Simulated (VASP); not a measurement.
# InPd (Pm-3m) in VASP: a series of runs

Runs on InPd. Level: PBE. Tasks: single point.

Everything below comes from runs of VASP 6.6.1. Logs are shortened: lines on timing, memory, paths and dates and some standing lists are left out, and cuts for length are marked.

## Step 1: The cell of the first run

Symmetry: Pm-3m, No. 221, cubic system. Conventional cell: a = 3.205 Å, b = 3.205 Å, c = 3.205 Å, α = 90.00°, β = 90.00°, γ = 90.00°. Within 3.7 Å of In (site symmetry m-3m) lie 8 Pd at 2.78 Å and 6 In at 3.21 Å. Within 3.7 Å of Pd (site symmetry m-3m) lie 8 In at 2.78 Å and 6 Pd at 3.21 Å.

## Step 2: Single point, PBE

File INCAR:

```
SYSTEM = InPd
ALGO = Normal
EDIFF = 1E-6
ENCUT = 520
GGA = PE
ISIF = 2
ISMEAR = -1
LASPH = .True.
LCHARG = .True.
LELF = .True.
LREAL = .False.
LVHAR = .True.
LWAVE = .False.
NBANDS = 18
NELM = 80
PREC = Accurate
SIGMA = 0.05
```

File KPOINTS:

```
k-points
0
Gamma
  8 8 8
  0 0 0
```

File POSCAR:

```
InPd
1.0
    3.2050928798      0.0000000000      0.0000000000
    0.0000000000      3.2050928798      0.0000000000
    0.0000000000      0.0000000000      3.2050928798
In Pd
1 1
Direct
    0.0000000000      0.0000000000      0.0000000000
    0.5000000000      0.5000000000      0.5000000000
```

Potentials or basis: VASP PAW PBE potentials, release 64 (In_d, Pd).

On the command line:

```bash
$ cat potpaw_PBE.64/In_d/POTCAR potpaw_PBE.64/Pd/POTCAR > POTCAR
$ mpirun -np 1 vasp_std > vasp.out
```

OUTCAR:

```text
SYSTEM = InPd
   EDIFF = 1E-6
   ENCUT = 520
   GGA = PE
   ISIF = 2
   ISMEAR = -1
   LASPH = .True.
   LREAL = .False.
   NELM = 80
   PREC = Accurate

 ion  position               nearest neighbor table
   1  0.000  0.000  0.000-   2 2.78   2 2.78   2 2.78   2 2.78   2 2.78   2 2.78   2 2.78   2 2.78

   2  0.500  0.500  0.500-   1 2.78   1 2.78   1 2.78   1 2.78   1 2.78   1 2.78   1 2.78   1 2.78

  LATTYP: Found a simple cubic cell.
 ALAT       =     3.2050928798

  Lattice vectors:

 A1 = (   3.2050928798,   0.0000000000,   0.0000000000)
 A2 = (   0.0000000000,   3.2050928798,   0.0000000000)
 A3 = (   0.0000000000,   0.0000000000,   3.2050928798)

Analysis of symmetry for initial positions (statically):
=====================================================================
 Subroutine PRICEL returns:
 Original cell was already a primitive cell.

 Routine SETGRP: Setting up the symmetry group for a
 simple cubic supercell.

 Subroutine GETGRP returns: Found 48 space group operations
 (whereof 48 operations were pure point group operations)
 out of a pool of 48 trial point group operations.

The static configuration has the point symmetry O_h .

Analysis of symmetry for dynamics (positions and initial velocities):
=====================================================================
 Subroutine PRICEL returns:
 Original cell was already a primitive cell.

 Routine SETGRP: Setting up the symmetry group for a
 simple cubic supercell.

 Subroutine GETGRP returns: Found 48 space group operations
 (whereof 48 operations were pure point group operations)
 out of a pool of 48 trial point group operations.

The dynamic configuration has the point symmetry O_h .

 Subroutine INISYM returns: Found 48 space group operations
 (whereof 48 operations are pure point group operations),
 and found     1 'primitive' translations

----------------------------------------------------------------------------------------

                                     Primitive cell

  volume of cell :      32.9247

  direct lattice vectors                    reciprocal lattice vectors
     3.205092880  0.000000000  0.000000000     0.312003439  0.000000000  0.000000000
     0.000000000  3.205092880  0.000000000     0.000000000  0.312003439  0.000000000
     0.000000000  0.000000000  3.205092880     0.000000000  0.000000000  0.312003439

  length of vectors
     3.205092880  3.205092880  3.205092880     0.312003439  0.312003439  0.312003439

  position of ions in fractional coordinates (direct lattice)
     0.000000000  0.000000000  0.000000000
     0.500000000  0.500000000  0.500000000

  ion indices of the primitive-cell ions
   primitive index   ion index
                 1           1
                 2           2

----------------------------------------------------------------------------------------

 KPOINTS: k-points

Automatic generation of k-mesh.
 Grid dimensions read from file:
 generate k-points for:    8    8    8

 Generating k-lattice:

  Cartesian coordinates                     Fractional coordinates (reciprocal lattice)
     0.039000430  0.000000000  0.000000000     0.125000000  0.000000000  0.000000000
     0.000000000  0.039000430  0.000000000     0.000000000  0.125000000  0.000000000
     0.000000000  0.000000000  0.039000430     0.000000000  0.000000000  0.125000000

  Length of vectors
     0.039000430  0.039000430  0.039000430

  Shift w.r.t. Gamma in fractional coordinates (k-lattice)
     0.000000000  0.000000000  0.000000000

 Subroutine IBZKPT returns following result:
 ===========================================

 Found     35 irreducible k-points:

 Following reciprocal coordinates:
            Coordinates               Weight
  0.000000  0.000000  0.000000      1.000000
  0.125000  0.000000  0.000000      6.000000
  0.250000  0.000000  0.000000      6.000000
  0.375000  0.000000  0.000000      6.000000
  0.500000  0.000000  0.000000      3.000000
  0.125000  0.125000  0.000000     12.000000
[... 16 lines left out ...]
  0.375000  0.375000  0.125000     24.000000
  0.500000  0.375000  0.125000     24.000000
 [... further k-points ...]
   k-points           NKPTS =     35   k-points in BZ     NKDIM =     35   number of bands    NBANDS=     18
   number of dos      NEDOS =    301   number of ions     NIONS =      2
   total plane-waves  NPLWV =  13824
   dimension x,y,z NGX =    24 NGY =   24 NGZ =   24
   dimension x,y,z NGXF=    48 NGYF=   48 NGZF=   48
   ions per type =               1   1
   NGX,Y,Z   is equivalent  to a cutoff of  12.45, 12.45, 12.45 a.u.
   NGXF,Y,Z  is equivalent  to a cutoff of  24.90, 24.90, 24.90 a.u.
 SYSTEM =  InPd
   PREC   = accura    normal or accurate (medium, high low for compatibility)
   ISTART =      0    job   : 0-new  1-cont  2-samecut
   ICHARG =      2    charge: 1-file 2-atom 10-const
   ISPIN  =      1    spin polarized calculation?
   LNONCOLLINEAR =      F non collinear calculations
   LSORBIT =      F    spin-orbit coupling
   LASPH  =      T    aspherical Exc in radial PAW
   ENCUT  =  520.0 eV  38.22 Ry    6.18 a.u.   5.96  5.96  5.96*2*pi/ulx,y,z
   NELM   =     80;   NELMIN=  2; NELMDL= -5     # of ELM steps
   EDIFF  = 0.1E-05   stopping-criterion for ELM
   LREAL  =      F    real-space projection
   EDIFFG = 0.1E-04   stopping-criterion for IOM
   NSW    =      0    number of steps for IOM
   IBRION =     -1    ionic relax: 0-MD 1-quasi-New 2-CG
   NFREE  =      0    steps in history (QN), initial steepest desc. (CG)
   ISIF   =      2    stress and relaxation
   ISYM   =      2    0-nonsym 1-usesym 2-fastsym
   POTIM  = 0.5000    time-step for ionic-motion
   TEBEG  =    0.0;   TEEND  =   0.0 temperature during run
   PSTRESS=    0.0 pullay stress
   NELECT =      23.0000    total number of electrons
   NUPDOWN=      -1.0000    fix difference up-down
   EMIN   =  10.00;   EMAX   =-10.00  energy-range for DOS
   EFERMI =   0.00;   METHOD = LEGACY
   ISMEAR =    -1;   SIGMA  =   0.05  broadening in eV -4-tet -1-fermi 0-gaus
   EFERMI_NEDOS =   21; number of points for ismear=-14 and -15
   IALGO  =     38    algorithm
   IMIX   =      4    mixing-type and parameters
     AMIX     =   0.40;   BMIX     =  1.00
     AMIX_MAG =   1.60;   BMIX_MAG =  1.00
  volume/ion in A,a.u.               =      16.46       111.09
  Fermi-wavevector in a.u.,A,eV,Ry     =   1.452591  2.745000 28.708592  2.110022
  Thomas-Fermi vector in A             =   2.569956
   LORBIT       =      0    0 simple, 1 ext, 2 COOP (PROOUT), +10 PAW based schemes
   GGA     = PE    functional components
   LHFCALC =     F    Hartree Fock is set to
   AEXX    =    0.0000 exact exchange contribution
   IVDW    =     0    specifies the selected vdW correction
   LEPSILON=     F    determine dielectric tensor
   LRPA    =     F    only Hartree local field effects (RPA)
 non-spin polarized calculation
  energy-cutoff  :      520.00
  volume of cell :       32.92
 maximum number of plane-waves:       912
 NGX is ok and might be reduce to    24
   NGX = 11   NGY = 11   NGZ = 11

 number of electron      22.9999998 magnetization

 Free energy of the ion-electron system (eV)
  ---------------------------------------------------
  ext. energy  EPLUGINS =         0.00000000
  ---------------------------------------------------
  free energy    TOTEN  =        -8.62815221 eV

  energy without entropy =       -8.61832375  energy(sigma->0) =       -8.62323798

 E-fermi :  11.4018     XC(G=0): -12.5863

 val. band max:       11.3746777806   @ k =   0.3750   0.2500   0.1250
 cond. band min:      11.6792937049   @ k =   0.5000   0.5000   0.5000
 fundamental gap:      0.3046159242
 Fermi energy:        11.4018380844

 k-point     1 :       0.0000    0.0000    0.0000
  band No.  band energies     occupation
      1      -3.6592      2.00000
      2      -3.6592      2.00000
      3      -3.1701      2.00000
      4      -3.1701      2.00000
      5      -3.1701      2.00000
      6       0.8978      2.00000
[... 10 lines left out ...]
     17      22.5014      0.00000
     18      27.6289      0.00000

 k-point     2 :       0.1250    0.0000    0.0000
  band No.  band energies     occupation
      1      -3.6482      2.00000
      2      -3.5983      2.00000
      3      -3.1883      2.00000
      4      -3.1883      2.00000
      5      -3.1641      2.00000
      6       1.1595      2.00000
[... 10 lines left out ...]
     17      24.1262      0.00000
     18      27.1722      0.00000

 k-point     3 :       0.2500    0.0000    0.0000
  band No.  band energies     occupation
      1      -3.6216      2.00000
      2      -3.4522      2.00000
      3      -3.2320      2.00000
      4      -3.2320      2.00000
      5      -3.1496      2.00000
      6       1.9386      2.00000
[... 10 lines left out ...]
     17      26.4373      0.00000
     18      26.9509      0.00000

 k-point     4 :       0.3750    0.0000    0.0000
  band No.  band energies     occupation
      1      -3.5947      2.00000
      2      -3.3075      2.00000
      3      -3.2752      2.00000
      4      -3.2752      2.00000
      5      -3.1351      2.00000
      6       3.2003      2.00000
[... 10 lines left out ...]
     17      24.7006      0.00000
     18      24.7006      0.00000

 k-point     5 :       0.5000    0.0000    0.0000
  band No.  band energies     occupation
      1      -3.5836      2.00000
      2      -3.2930      2.00000
      3      -3.2930      2.00000
      4      -3.2479      2.00000
      5      -3.1291      2.00000
      6       4.6527      2.00000
[... 10 lines left out ...]
     17      22.6191      0.00000
     18      22.9112      0.00000

 k-point     6 :       0.1250    0.1250    0.0000
  band No.  band energies     occupation
      1      -3.6143      2.00000
      2      -3.5609      2.00000
      3      -3.2115      2.00000
      4      -3.1947      2.00000
      5      -3.1739      2.00000
      6       1.4186      2.00000
[... 10 lines left out ...]
     17      24.3632      0.00000
     18      26.3333      0.00000

 k-point     7 :       0.2500    0.1250    0.0000
  band No.  band energies     occupation
      1      -3.5819      2.00000
      2      -3.4221      2.00000
      3      -3.2663      2.00000
      4      -3.2361      2.00000
      5      -3.1712      2.00000
      6       2.1849      2.00000
[... 10 lines left out ...]
     17      24.5695      0.00000
     18      26.5150      0.00000

 k-point     8 :       0.3750    0.1250    0.0000
  band No.  band energies     occupation
      1      -3.5565      2.00000
      2      -3.3196      2.00000
      3      -3.2813      2.00000
      4      -3.2770      2.00000
      5      -3.1642      2.00000
      6       3.4073      2.00000
[... 10 lines left out ...]
     17      24.3699      0.00000
     18      24.8584      0.00000
[... 229 lines left out ...]
     17      25.0216      0.00000
     18      25.2456      0.00000

 k-point    20 :       0.2500    0.2500    0.1250
  band No.  band energies     occupation
      1      -3.4577      2.00000
      2      -3.3434      2.00000
      3      -3.3091      2.00000
      4      -3.2748      2.00000
      5      -3.2519      2.00000
      6       3.0949      2.00000
[... 10 lines left out ...]
     17      24.6772      0.00000
     18      24.7558      0.00000

 k-point    21 :       0.3750    0.2500    0.1250
  band No.  band energies     occupation
      1      -3.4309      2.00000
      2      -3.4183      2.00000
      3      -3.3238      2.00000
      4      -3.2629      2.00000
      5      -3.1681      2.00000
      6       4.0971      2.00000
[... 10 lines left out ...]
     17      24.3479      0.00000
     18      25.4954      0.00000

 k-point    22 :       0.5000    0.2500    0.1250
  band No.  band energies     occupation
      1      -3.4533      2.00000
      2      -3.4188      2.00000
      3      -3.3459      2.00000
      4      -3.2642      2.00000
      5      -3.1074      2.00000
      6       4.8451      2.00000
[... 10 lines left out ...]
     17      24.2091      0.00000
     18      26.2089      0.00000

 k-point    23 :       0.3750    0.3750    0.1250
  band No.  band energies     occupation
      1      -3.5109      2.00000
      2      -3.3855      2.00000
      3      -3.3383      2.00000
      4      -3.3245      2.00000
      5      -3.0419      2.00000
      6       4.7110      2.00000
[... 10 lines left out ...]
     17      22.7339      0.00000
     18      25.0343      0.00000

 k-point    24 :       0.5000    0.3750    0.1250
  band No.  band energies     occupation
      1      -3.5471      2.00000
      2      -3.3747      2.00000
      3      -3.3586      2.00000
      4      -3.3349      2.00000
      5      -2.9832      2.00000
      6       5.0213      2.00000
[... 10 lines left out ...]
     17      22.8611      0.00000
     18      24.9848      0.00000

 [... further k-points ...]
[... 5 lines left out ...]
  --------------------------------------------------------------------------------------
  -------------------------------------------------------------------------------------
  Total        2.7765054      2.7765054      2.7765054      0.0000000      0.0000000      0.0000000
  in kB      135.1099233    135.1099233    135.1099233      0.0000000      0.0000000      0.0000000
  external PRESSURE =     135.1099233 kB  Pullay stress =       0.0000000 kB

 VOLUME and BASIS-vectors are now :
 -----------------------------------------------------------------------------
  energy-cutoff  :      520.00
  volume of cell :       32.92
      direct lattice vectors                 reciprocal lattice vectors
     3.205092880  0.000000000  0.000000000     0.312003439  0.000000000  0.000000000
     0.000000000  3.205092880  0.000000000     0.000000000  0.312003439  0.000000000
     0.000000000  0.000000000  3.205092880     0.000000000  0.000000000  0.312003439

 POSITION                                       TOTAL-FORCE (eV/Angst)
 -----------------------------------------------------------------------------------
      0.00000      0.00000      0.00000         0.000000      0.000000      0.000000
      1.60255      1.60255      1.60255         0.000000      0.000000      0.000000
 -----------------------------------------------------------------------------------
    total drift:                                0.000000      0.000000     -0.000000

  FREE ENERGIE OF THE ION-ELECTRON SYSTEM (eV)
  ---------------------------------------------------
  free  energy   TOTEN  =        -8.6281522108 eV

  energy  without entropy=       -8.6183237504  energy(sigma->0) =       -8.62323798
```

Run time: 7.7 s. Hardware: 1 thread of Intel Xeon 6975P-C (Granite Rapids), shared host; peak memory 0.15 GiB.

Results:

| Quantity | Value |
| --- | --- |
| Free energy | -8.6282 eV |
| Pressure | 13.5 GPa |

Levels at points of the mesh, in eV from the Fermi level:
| k point | band 8 | band 9 | band 10 | band 11 | band 12 | band 13 | band 14 | band 15 | band 16 | band 17 |
| --- | --- | --- | --- | --- | --- | --- | --- | --- | --- | --- |
| (0.00, 0.00, 0.00) | -4.04 | -2.34 | -2.34 | -2.34 | 4.41 | 4.41 | 4.41 | 10.35 | 11.10 | 11.10 |
| (0.50, 0.00, 0.00) | -4.06 | -3.44 | -3.44 | -2.43 | -1.08 | 10.19 | 10.20 | 10.20 | 11.22 | 11.22 |
| (0.50, 0.50, 0.00) | -2.78 | -2.78 | -2.48 | -2.48 | -1.71 | 1.86 | 2.77 | 10.02 | 11.57 | 11.57 |
| (0.50, 0.50, 0.50) | -5.19 | -1.67 | -1.67 | 0.28 | 3.96 | 3.96 | 3.96 | 4.74 | 4.74 | 4.74 |

Caveat: spin-orbit coupling is left out, which moves the levels of the heavy elements.

## Step 3: Single point, PBE

This run uses another cell than the first one, of 16.81 Å³/atom, 1.021 times its volume.

File INCAR:

```
  ALGO = Fast
  EDIFF = 1E-6
  ENCUT = 520
  GGA = PE
  ISIF = 2
  ISMEAR = -1
  LASPH = T
  LCHARG = F
  LREAL = F
  LWAVE = F
  NBANDS = 18
  NELM = 60
  PREC = Accurate
  SIGMA = 0.05
```

File KPOINTS:

```
k-points
0
Gamma
  8 8 8
```

File POSCAR:

```
InPd
1.0
    3.2276647001      0.0000000000      0.0000000000
    0.0000000000      3.2276647001      0.0000000000
    0.0000000000      0.0000000000      3.2276647001
In Pd
1 1
Direct
    0.0000000000      0.0000000000      0.0000000000
    0.5000000000      0.5000000000      0.5000000000
```

Potentials or basis: VASP PAW PBE potentials, release 64 (In_d, Pd).

On the command line:

```bash
$ cat potpaw_PBE.64/In_d/POTCAR potpaw_PBE.64/Pd/POTCAR > POTCAR
$ mpirun -np 1 vasp_std > vasp.out
```

It took 9.9 s on 1 thread of Intel Xeon 6975P-C (Granite Rapids), shared host; peak memory 0.14 GiB.

Results (log left out):

| Property | Result |
| --- | --- |
| Free energy | -8.6795 eV |
| Pressure | 10.0 GPa |

Levels at points of the mesh, in eV from the Fermi level:
```
           k point  band 8  band 9  band 10  band 11  band 12  band 13  band 14  band 15  band 16  band 17
(0.00, 0.00, 0.00)   -3.93   -2.28    -2.28    -2.28     4.37     4.37     4.37    10.07    10.95    10.95
(0.50, 0.00, 0.00)   -3.94   -3.34    -3.34    -2.37    -1.06    10.01    10.01    10.11    11.08    11.08
(0.50, 0.50, 0.00)   -2.71   -2.71    -2.40    -2.40    -1.68     1.75     2.70     9.86    11.52    11.52
(0.50, 0.50, 0.50)   -5.05   -1.63    -1.63     0.18     3.93     3.93     3.93     4.65     4.65     4.65
```

Caveat: spin-orbit coupling is left out, which moves the levels of the heavy elements.

[end of part 1 of 2]
